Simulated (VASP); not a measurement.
# Al2MoN3 (R-3m) in VASP: notebook, part 2 of 2

VASP 6.6.1.

### 3 Single point, PBE

Input file INCAR:

```
PREC = Accurate
ENCUT = 520
EDIFF = 1E-7
ISMEAR = 0
SIGMA = 0.1
LREAL = F
LASPH = T
NELM = 80
ALGO = Normal
ISIF = 2
LWAVE = F
LCHARG = F
GGA = PE
NBANDS = 26
```

Input file KPOINTS:

```
regular mesh
0
Gamma
  12 12 12
```

Input file POSCAR:

```
Al2MoN3
1.0
    2.7918102372      1.6118523920      2.5478439083
   -2.7918102372      1.6118523920      2.5478439083
    0.0000000000     -3.2237047839      2.5478439084
Al Mo N
2 1 3
Direct
    0.6680724637      0.6680724637      0.6680724637
    0.3319275363      0.3319275363      0.3319275363
    0.0000000000      0.0000000000      0.0000000000
    0.0000000000      0.5000000000      0.0000000000
    0.5000000000      0.0000000000      0.0000000000
    0.0000000000      0.0000000000      0.5000000000
```

Potentials or basis: VASP PAW PBE potentials, release 64 (Al, Mo_sv, N).

On the command line:

```console
cat potpaw_PBE.64/Al/POTCAR potpaw_PBE.64/Mo_sv/POTCAR potpaw_PBE.64/N/POTCAR > POTCAR
mpirun -np 1 vasp_std > vasp.out
```

OUTCAR:

```text
PREC = Accurate
   ENCUT = 520
   EDIFF = 1E-7
   ISMEAR = 0
   LREAL = F
   LASPH = T
   NELM = 80
   ISIF = 2
   GGA = PE

 ion  position               nearest neighbor table
   1  0.668  0.668  0.668-   6 2.05   5 2.05   4 2.05   3 2.54   2 2.57   3 3.22   3 3.22   3 3.22
                             2 3.22   2 3.22   2 3.22
   2  0.332  0.332  0.332-   6 2.05   5 2.05   4 2.05   3 2.54   1 2.57   3 3.22   3 3.22   3 3.22
                             1 3.22   1 3.22   1 3.22
   3  0.000  0.000  0.000-   4 2.05   5 2.05   4 2.05   5 2.05   6 2.05   6 2.05   1 2.54   2 2.54
                             2 3.22   1 3.22   2 3.22   1 3.22   2 3.22   1 3.22
   4  0.000  0.500  0.000-   1 2.05   2 2.05   3 2.05   3 2.05
   5  0.500  0.000  0.000-   1 2.05   2 2.05   3 2.05   3 2.05
[... 906 lines left out ...]
  in kB       -0.2212940     -0.2212940     -0.1579607     -0.0000000      0.0000000      0.0000000
  external PRESSURE =      -0.2001829 kB  Pullay stress =       0.0000000 kB

 VOLUME and BASIS-vectors are now :
 -----------------------------------------------------------------------------
  energy-cutoff  :      520.00
  volume of cell :       68.79
      direct lattice vectors                 reciprocal lattice vectors
     2.791810237  1.611852392  2.547843908     0.179095267  0.103400701  0.130829574
    -2.791810237  1.611852392  2.547843908    -0.179095267  0.103400701  0.130829574
     0.000000000 -3.223704784  2.547843908     0.000000000 -0.206801401  0.130829574

 POSITION                                       TOTAL-FORCE (eV/Angst)
 -----------------------------------------------------------------------------------
      0.00000      0.00000      5.10643         0.000000      0.000000      0.005430
      0.00000      0.00000      2.53710         0.000000     -0.000000     -0.005430
      0.00000      0.00000      0.00000         0.000000      0.000000      0.000000
     -1.39591      0.80593      1.27392        -0.000000      0.000000      0.000000
      1.39591      0.80593      1.27392         0.000000      0.000000      0.000000
      0.00000     -1.61185      1.27392        -0.000000      0.000000      0.000000
 -----------------------------------------------------------------------------------
    total drift:                               -0.000000      0.000000     -0.000000

  FREE ENERGIE OF THE ION-ELECTRON SYSTEM (eV)
  ---------------------------------------------------
  free  energy   TOTEN  =       -44.0424549551 eV

  energy  without entropy=      -44.0343612018  energy(sigma->0) =      -44.03840808
```

OSZICAR:

```text
N       E                     dE             d eps       ncg     rms          rms(c)
DAV:   1     0.218385025007E+03    0.21839E+03   -0.17377E+04  9828   0.126E+03
DAV:   2    -0.404546418868E+02   -0.25884E+03   -0.24817E+03 12218   0.324E+02
DAV:   3    -0.531546776975E+02   -0.12700E+02   -0.12555E+02 12242   0.718E+01
DAV:   4    -0.532972970812E+02   -0.14262E+00   -0.14241E+00 11740   0.796E+00
DAV:   5    -0.532990873920E+02   -0.17903E-02   -0.17897E-02 12306   0.890E-01    0.403E+01
DAV:   6    -0.458285849221E+02    0.74705E+01   -0.51636E+01 10224   0.440E+01    0.120E+01
DAV:   7    -0.445386236313E+02    0.12900E+01   -0.14938E+01 10162   0.260E+01    0.107E+01
DAV:   8    -0.440763930418E+02    0.46223E+00   -0.11616E+00 10408   0.806E+00    0.346E+00
DAV:   9    -0.440508379749E+02    0.25555E-01   -0.15965E-01 10926   0.267E+00    0.981E-01
DAV:  10    -0.440463112464E+02    0.45267E-02   -0.66559E-02 10374   0.180E+00    0.495E-01
DAV:  11    -0.440424093424E+02    0.39019E-02   -0.10131E-02 10470   0.719E-01    0.719E-02
DAV:  12    -0.440424622977E+02   -0.52955E-04   -0.44783E-04 11800   0.126E-01    0.411E-02
DAV:  13    -0.440424593018E+02    0.29959E-05   -0.28381E-05 11534   0.308E-02    0.127E-02
DAV:  14    -0.440424553724E+02    0.39293E-05   -0.84936E-06 10754   0.172E-02    0.686E-03
DAV:  15    -0.440424549971E+02    0.37535E-06   -0.17010E-06 11038   0.823E-03    0.247E-03
DAV:  16    -0.440424549551E+02    0.42035E-07   -0.79359E-08  5808   0.192E-03
   1 F= -.44042455E+02 E0= -.44038408E+02  d E =-.809375E-02
```

stdout:

```text
POSCAR found type information on POSCAR AlMoN
 POSCAR found :  3 types and       6 ions
 scaLAPACK will be used
 LDA part: xc-table for (Slater+PW92), standard interpolation
 POSCAR, INCAR and KPOINTS ok, starting setup
 FFT: planning ... GRIDC
 FFT: planning ... GRID_SOFT
 FFT: planning ... GRID
 WAVECAR not read
 entering main loop
```

Wall time 5 min (1 thread of Intel Xeon 8259CL, shared host); peak memory 0.41 GiB.

What came out:

```
Free energy            : -44.0425 eV
Pressure               : 0.0 GPa
Largest force          : 0.005 eV/Å
Band gap on the k mesh : zero (an odd number of electrons rules out a gap without spin polarisation)
```

Forces in eV/Å, atoms in the order of the input:
```
Al   0.000  0.000  0.005
Al   0.000  0.000 -0.005
Mo   0.000  0.000  0.000
N    0.000  0.000  0.000
N    0.000  0.000  0.000
N    0.000  0.000  0.000
```

Levels at points of the mesh, in eV from the Fermi level:
| k point | band 15 | band 16 | band 17 | band 18 | band 19 | band 20 |
| --- | --- | --- | --- | --- | --- | --- |
| (0.00, 0.00, 0.00) | -1.73 | -1.36 | -1.36 | -1.19 | -1.11 | -1.11 |
| (0.50, 0.00, 0.00) | -1.71 | -1.68 | -1.30 | 0.09 | 1.07 | 1.47 |
| (0.50, 0.50, 0.00) | -2.69 | -1.33 | -1.08 | 1.33 | 1.73 | 2.32 |
| (0.50, 0.50, 0.50) | -1.54 | -1.54 | -0.11 | 1.21 | 1.80 | 1.80 |

### 4 Single point, PBE, collinear spin

This run uses another cell than the first one, of 13.18 Å³/atom.

Input file INCAR:

```
SYSTEM = Al2MoN3
PREC = Accurate ; ENCUT = 520
EDIFF = 1E-7 ; ISMEAR = 0
SIGMA = 0.1 ; LREAL = .False.
LASPH = .True. ; NELM = 150
ALGO = Normal ; ISIF = 2
LWAVE = .False. ; LCHARG = .False.
ISPIN = 2 ; MAGMOM = 0 0 1 0 0 0
LORBIT = 11 ; LMAXMIX = 4
GGA = PE ; NBANDS = 30
```

Input file KPOINTS:

```
regular mesh
0
Gamma
  6 6 6
  0 0 0
```

Input file POSCAR:

```
Al2MoN3
1.0
    2.4143276400      1.3939127100      3.9159341900
   -2.4143276400      1.3939127100      3.9159341900
    0.0000000000     -2.7878254300      3.9159341900
Al Mo N
2 1 3
Direct
    0.6227269800      0.6227269800      0.6227269800
    0.3772730200      0.3772730200      0.3772730200
    0.0000000000      0.0000000000      0.0000000000
    0.0000000000      0.5000000000      0.0000000000
    0.5000000000      0.0000000000      0.0000000000
    0.0000000000      0.0000000000      0.5000000000
```

On the command line:

```console
cat potpaw_PBE.64/Al/POTCAR potpaw_PBE.64/Mo_sv/POTCAR potpaw_PBE.64/N/POTCAR > POTCAR
mpirun -np 1 vasp_std > vasp.out
```

It took 4 min on 1 thread of Intel Xeon 8259CL, shared host; peak memory 0.31 GiB.

Results (log left out):

```
Free energy                                           : -35.1040 eV
Pressure                                              : -24.4 GPa
Largest force                                         : 0.133 eV/Å
Net moment                                            : 0.00 μB per cell
Valence electrons inside the program's atomic spheres : Al 0.69; Mo 12.13; N 3.39
```

Forces in eV/Å, atoms in the order of the input:
```
Al   0.000  0.000  0.133
Al   0.000  0.000 -0.133
Mo   0.000  0.000  0.000
N    0.000  0.000  0.000
N    0.000  0.000  0.000
N    0.000  0.000  0.000
```

Stress tensor (GPa, compression positive):
```
-19.42   0.00   0.00
  0.00 -19.42   0.00
  0.00   0.00 -34.24
```

Levels at points of the mesh, in eV from the Fermi level:
Spin up:
```csv
k point,band 14,band 15,band 16,band 17,band 18,band 19,band 20,band 21
"(0.00, 0.00, 0.00)",-2.45,-2.14,-2.14,0.08,0.66,0.66,0.91,1.46
"(0.50, 0.00, 0.00)",-2.95,-2.54,-1.45,-0.35,-0.12,0.05,0.88,1.46
"(0.50, 0.50, 0.00)",-2.22,-1.47,-0.60,-0.28,0.01,0.02,1.20,1.39
"(0.50, 0.50, 0.50)",-2.39,-0.84,0.04,0.04,0.96,1.48,1.48,3.35
```
Spin down:
```csv
k point,band 13,band 14,band 15,band 16,band 17,band 18,band 19,band 20,band 21,band 22
"(0.00, 0.00, 0.00)",-2.45,-2.45,-2.14,-2.14,0.08,0.66,0.66,0.91,1.46,1.58
"(0.50, 0.00, 0.00)",-3.03,-2.95,-2.54,-1.45,-0.35,-0.12,0.05,0.88,1.46,1.50
"(0.50, 0.50, 0.00)",-2.74,-2.22,-1.47,-0.60,-0.28,0.01,0.02,1.20,1.39,1.60
"(0.50, 0.50, 0.50)",-4.08,-2.39,-0.84,0.04,0.04,0.96,1.48,1.48,3.35,3.41
```

Caveat: the cell stands under tension.

### 5 Overview

```tsv
spin	cell	k mesh	gap on the mesh (eV)	pressure (GPa)	moment (μB)	largest force (eV/Å)
collinear	a = 4.109 Å, angles 85.6°, 6 atoms, atomic positions A	6 × 6 × 6	none	0.1	0.00	-
off	a = 4.109 Å, angles 85.6°, 6 atoms, atomic positions A	12 × 12 × 12	none	0.0	-	0.01
collinear	a = 4.807 Å, angles 60.3°, 6 atoms, atomic positions B	6 × 6 × 6	none	-24.4	0.00	0.13
```

Alike in all rows: task single point; level PBE; potentials or basis VASP PAW PBE potentials, release 64 (Al, Mo_sv, N); cutoff (eV) 520; smearing gaussian 0.1 eV.

Caveats: the cell stands under tension (at least some runs).

Absolute energies hang on the potentials; compare differences alone.
